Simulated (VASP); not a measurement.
A run of VASP 6.6.1 is set up as follows.

Contents of INCAR:

```
PREC = Accurate ; ENCUT = 520
EDIFF = 1E-6 ; ISMEAR = 0
SIGMA = 0.15 ; LREAL = False
LASPH = True ; NELM = 60
ALGO = Fast ; ISIF = 2
LWAVE = False ; LCHARG = False
GGA = PE ; NBANDS = 21
```

File KPOINTS:

```
regular mesh
0
Gamma
  12 12 12
```

POSCAR

```
Sn
1.0
    0.0000000000      3.3429680000      3.2456000000
    3.3429680000      0.0000000000      3.2456000000
    3.3429680000      3.3429680000      0.0000000000
Sn
2
Direct
    0.5000000000      0.5000000000      0.5000000000
    0.7500000000      0.7500000000      0.7500000000
```

Potentials or basis: VASP PAW PBE potentials, release 64 (Sn_d).

The run is started by

```sh
$ cat potpaw_PBE.64/Sn_d/POTCAR > POTCAR
$ mpirun -np 1 vasp_std > vasp.out
```

(1) What does it give for the pressure?

(2) Predict the band gap on the k mesh.

Answers

(1) 0.5 GPa.

(2) zero (band 14 reaches 5.05 eV, above the bottom of band 15 at 4.90 eV).

Caveat: the cell differs from its parent crystal (strain +0.030 along x and y, +0.000 along z); spin-orbit coupling is left out, which moves the levels of the heavy elements.
